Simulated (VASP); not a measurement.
# BP (I-4m2) in VASP: dielectric tensor with r2SCAN

Aim: the dielectric tensor of BP with r2SCAN.

Program: VASP 6.6.1. These are calculated values, not measurements. Logs are shortened: lines on timing, memory, paths and dates and some standing lists are left out, and cuts for length are marked.

## Step 1: The cell of the first run

The structure is tetragonal, space group I-4m2 (No. 119). Conventional cell: a = 3.208 Å, b = 3.208 Å, c = 4.401 Å, α = 90.00°, β = 90.00°, γ = 90.00°. Within 2.6 Å of B (site symmetry -4m2) lie 4 P at 1.94 Å. P (site symmetry -4m2) has 4 B at 1.94 Å within 2.6 Å.

## Step 2: Dielectric tensor, r2SCAN (uniaxial z strain -3.0%)

The input, INCAR:

```
SYSTEM = BP
PREC = Accurate
ENCUT = 520
EDIFF = 1E-8
ISMEAR = 0
SIGMA = 0.01
LREAL = .False.
LASPH = .True.
NELM = 80
ALGO = Normal
ISIF = 2
LWAVE = .False.
LCHARG = .False.
METAGGA = R2SCAN
LMIXTAU = .True.
LCALCEPS = .True.
```

The input, KPOINTS:

```
Automatic mesh
0
Gamma
  8 8 8
  0 0 0
```

The input, POSCAR:

```
BP
1.0
    0.0000000000      2.2683156689      2.2002661989
    2.2683156689      0.0000000000      2.2002661989
    2.2683156689      2.2683156689      0.0000000000
B P
1 1
Direct
    0.0000000000      0.0000000000      0.0000000000
    0.2500000000      0.2500000000      0.2500000000
```

Potentials or basis: VASP PAW PBE potentials, release 64 (B, P).

On the command line:

```console
cat potpaw_PBE.64/B/POTCAR potpaw_PBE.64/P/POTCAR > POTCAR
mpirun -np 1 vasp_std > vasp.out
```

OUTCAR:

```text
SYSTEM = BP
   PREC = Accurate
   ENCUT = 520
   EDIFF = 1E-8
   ISMEAR = 0
   LREAL = .False.
   LASPH = .True.
   NELM = 80
   ISIF = 2
   METAGGA = R2SCAN

 ion  position               nearest neighbor table
   1  0.000  0.000  0.000-   2 1.94   2 1.94   2 1.94   2 1.94
   2  0.250  0.250  0.250-   1 1.94   1 1.94   1 1.94   1 1.94

  LATTYP: Found a body centered tetragonal cell.
 ALAT       =     3.2078827827
 C/A-ratio  =     1.3717871555

  Lattice vectors:

 A1 = (   0.0000000000,  -2.2683156689,  -2.2002661989)
 A2 = (   0.0000000000,   2.2683156689,  -2.2002661989)
 A3 = (   2.2683156689,   0.0000000000,   2.2002661989)

Analysis of symmetry for initial positions (statically):
=====================================================================
 Subroutine PRICEL returns:
 Original cell was already a primitive cell.

 Routine SETGRP: Setting up the symmetry group for a
 body centered tetragonal supercell.

 Subroutine GETGRP returns: Found  8 space group operations
 (whereof  8 operations were pure point group operations)
 out of a pool of 16 trial point group operations.

The static configuration has the point symmetry D_2d.

Analysis of symmetry for dynamics (positions and initial velocities):
=====================================================================
 Subroutine PRICEL returns:
 Original cell was already a primitive cell.

 Routine SETGRP: Setting up the symmetry group for a
 body centered tetragonal supercell.

 Subroutine GETGRP returns: Found  8 space group operations
 (whereof  8 operations were pure point group operations)
 out of a pool of 16 trial point group operations.

The dynamic configuration has the point symmetry D_2d.

 Subroutine INISYM returns: Found  8 space group operations
 (whereof  8 operations are pure point group operations),
 and found     1 'primitive' translations

----------------------------------------------------------------------------------------

                                     Primitive cell

  volume of cell :      22.6419

  direct lattice vectors                    reciprocal lattice vectors
     0.000000000  2.268315669  2.200266199    -0.220427874  0.220427874  0.227245231
     2.268315669  0.000000000  2.200266199     0.220427874 -0.220427874  0.227245231
     2.268315669  2.268315669  0.000000000     0.220427874  0.220427874 -0.227245231

[... 131 lines left out ...]

 E-fermi :   8.0169     XC(G=0): -11.6440

 val. band max:        7.9773557627   @ k =   0.0000   0.0000   0.0000
 cond. band min:   10000.0000000000   @ k =   0.0000   0.0000   0.0000
 fundamental gap:   9992.0226442373
 Fermi energy:         8.0169446242

 k-point     1 :       0.0000    0.0000    0.0000
  band No.  band energies     occupation
      1      -8.7835      2.00000
      2       7.6657      2.00000
      3       7.6662      2.00000
      4       7.9774      2.00000
      5   10000.0000      0.00000
      6   10000.0000      0.00000
      7   10000.0000      0.00000
      8   10000.0000      0.00000
[... 243 lines left out ...]
 k-point    24 :       0.3750   -0.0000    0.1250
  band No.  band energies     occupation
      1      -6.4742      2.00000
      2       0.7361      2.00000
      3       5.1302      2.00000
      4       5.4238      2.00000
      5   10000.0000      0.00000
      6   10000.0000      0.00000
      7   10000.0000      0.00000
      8   10000.0000      0.00000

 [... further k-points ...]

------------------------ aborting loop because EDIFF is reached ----------------------------------------

            Ionic dipole moment: p[ion]=(     5.67079     5.67079     5.50067 ) |e| Angst

 Total electronic dipole moment: p[elc]=(     0.00094     0.00094     0.01011 ) |e| Angst

 MACROSCOPIC STATIC DIELECTRIC TENSOR (including local field effects)
 ------------------------------------------------------
           8.780922     0.000000     0.000000
           0.000000     8.780922     0.000000
           0.000000     0.000000     8.356937
 ------------------------------------------------------

 PIEZOELECTRIC TENSOR (including local field effects) (e Angst)
          XX          YY          ZZ          XY          YZ          ZX
  --------------------------------------------------------------------------------
  x     0.00000     0.00000     0.00000    -0.00000     0.14885    -0.00000
  y     0.00000     0.00000     0.00000     0.00000     0.00000     0.14885
  z     0.00000     0.00000     0.00000     0.18977     0.00000     0.00000

 PIEZOELECTRIC TENSOR (including local field effects) (C/m^2)
          XX          YY          ZZ          XY          YZ          ZX
  --------------------------------------------------------------------------------
  x     0.00000     0.00000     0.00000    -0.00000     0.10533    -0.00000
  y     0.00000     0.00000     0.00000     0.00000     0.00000     0.10533
  z     0.00000     0.00000     0.00000     0.13428     0.00000     0.00000

 BORN EFFECTIVE CHARGES (including local field effects) (in |e|, cummulative output)
 ---------------------------------------------------------------------------------
 ion    1
    1    -0.53192     0.00000    -0.00000
    2     0.00000    -0.53192    -0.00000
    3     0.00000     0.00000    -0.56509
 ion    2
    1     0.53192     0.00000     0.00000
    2    -0.00000     0.53192     0.00000
    3     0.00000     0.00000     0.56509

  FORCE on cell =-STRESS in cart. coord.  units (eV):
  Direction    XX          YY          ZZ          XY          YZ          ZX
  --------------------------------------------------------------------------------------
  -------------------------------------------------------------------------------------
  Total        0.2866302      0.2866302      1.5097537      0.0000000      0.0000000     -0.0000000
  in kB       20.2824484     20.2824484    106.8327679      0.0000000      0.0000000     -0.0000000
  external PRESSURE =      49.1325549 kB  Pullay stress =       0.0000000 kB

 VOLUME and BASIS-vectors are now :
 -----------------------------------------------------------------------------
  energy-cutoff  :      520.00
  volume of cell :       22.64
      direct lattice vectors                 reciprocal lattice vectors
     0.000000000  2.268315669  2.200266199    -0.220427874  0.220427874  0.227245231
     2.268315669  0.000000000  2.200266199     0.220427874 -0.220427874  0.227245231
     2.268315669  2.268315669  0.000000000     0.220427874  0.220427874 -0.227245231

 POSITION                                       TOTAL-FORCE (eV/Angst)
 -----------------------------------------------------------------------------------
      0.00000      0.00000      0.00000         0.000000      0.000000      0.000000
      1.13416      1.13416      1.10013        -0.000000     -0.000000     -0.000000
 -----------------------------------------------------------------------------------
    total drift:                                0.000000      0.000000     -0.000000

  FREE ENERGIE OF THE ION-ELECTRON SYSTEM (eV)
  ---------------------------------------------------
  free  energy   TOTEN  =       -17.2871149574 eV

  energy  without entropy=      -17.2871149574  energy(sigma->0) =      -17.28711496
```

stdout:

```text
POSCAR found type information on POSCAR B P
 POSCAR found :  2 types and       2 ions
 scaLAPACK will be used
 -----------------------------------------------------------------------------
|                                                                             |
[... 110 lines left out ...]
 p_tot=(  0.567E+01  0.568E+01  0.550E+01 )
dp_tot=(  0.674E-05  0.977E-02  0.644E-05 )  diag[e(oo)]=(    ---    8.80452    ---   )
 p_tot=(  0.567E+01  0.568E+01  0.550E+01 )
dp_tot=(  0.680E-05  0.978E-02  0.650E-05 )  diag[e(oo)]=(    ---    8.81364    ---   )
 p_tot=(  0.567E+01  0.568E+01  0.550E+01 )
dp_tot=(  0.684E-05  0.977E-02  0.654E-05 )  diag[e(oo)]=(    ---    8.80513    ---   )
 p_tot=(  0.567E+01  0.568E+01  0.550E+01 )
dp_tot=(  0.687E-05  0.975E-02  0.656E-05 )  diag[
```

It took 14 min on 1 thread of Intel Xeon Platinum 8488C (Sapphire Rapids), shared host; peak memory 0.31 GiB.

Results:

```yaml
Band_gap_on_the_k_mesh: 0.95 eV (least direct gap 3.36 eV)
Electronic_dielectric_tensor_diagonal: 8.78, 8.78, 8.36
Born_charges_mean_of_the_diagonal: B -0.54; P +0.54 e
```

Electronic dielectric tensor:
```
8.78 0.00 0.00
0.00 8.78 0.00
0.00 0.00 8.36
```

Born effective charge tensors (e):
atom 1, B
```
-0.53  0.00  0.00
 0.00 -0.53  0.00
 0.00  0.00 -0.57
```
atom 2, P
```
0.53 0.00 0.00
0.00 0.53 0.00
0.00 0.00 0.57
```

Dipole moments of the cell (e·Å, modulo the quantum): ionic 5.671, 5.671, 5.501; electronic 0.001, 0.001, 0.010

Caveat: the cell differs from its parent crystal (uniaxial z strain -3.0%); the PAW data sets were made with another functional, which shifts forces and pressure a little.

The gap in the log of VASP goes by the Fermi energy; the results here count the filled bands.